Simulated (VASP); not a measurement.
Wanted: the native input for a VASP 6.6.1 run.

| Item | Value |
| --- | --- |
| Task | single point |
| Functional | PBEsol |
| Potentials or basis | VASP PAW PBE potentials, release 64 (Al, Co) |
| Cutoff | 520 eV |
| k mesh | 12 × 12 × 12 |
| Occupations | methfessel-paxton, width 0.05 eV |
| Spin | collinear spin, ferromagnetic start |
| Starting moments | [0.0, 1.48, 1.48, 1.48] μB |
| Dipole correction | no |
| Further INCAR settings | ALGO = Normal; EDIFF = 1e-06; NBANDS = 27 |

The structure of AlCo3 lies in POSCAR:

```
AlCo3
1.0
    3.5749480000      0.0000000000      0.0000000000
    0.0000000000      3.5749480000      0.0000000000
    0.0000000000      0.0000000000      3.5749480000
Al Co
1 3
Direct
    0.0000000000      0.0000000000      0.0000000000
    0.5000000000      0.5000000000      0.0000000000
    0.5000000000      0.0000000000      0.5000000000
    0.0000000000      0.5000000000      0.5000000000
```

These files were run (other wordings do the same):

INCAR

```
ALGO = Normal
EDIFF = 1E-6
ENCUT = 520
GGA = PS
ISIF = 2
ISMEAR = 1
ISPIN = 2
LASPH = T
LCHARG = F
LMAXMIX = 4
LORBIT = 11
LREAL = F
LWAVE = F
MAGMOM = 0 1.48 1.48 1.48
NBANDS = 27
NELM = 150
PREC = Accurate
SIGMA = 0.05
```

KPOINTS

```
k-points
0
Gamma
  12 12 12
```

Potentials or basis: VASP PAW PBE potentials, release 64 (Al, Co).

Launch:

```bash
$ cat potpaw_PBE.64/Al/POTCAR potpaw_PBE.64/Co/POTCAR > POTCAR
$ mpirun -np 1 vasp_std > vasp.out
```

It gave:

```json
{
 "Pressure": "-7.6 GPa",
 "Net moment": "3.88 μB per cell",
 "Site moments": "Al -0.04; Co +1.33 μB",
 "Valence electrons inside the program's atomic spheres": "Al 0.82; Co 8.30"
}
```

Caveat: the PAW data sets were made with another functional, which shifts forces and pressure a little.

Wall time 3.5 min on 1 thread of Intel Xeon 6975P-C, on a shared host, peak memory 0.28 GiB.
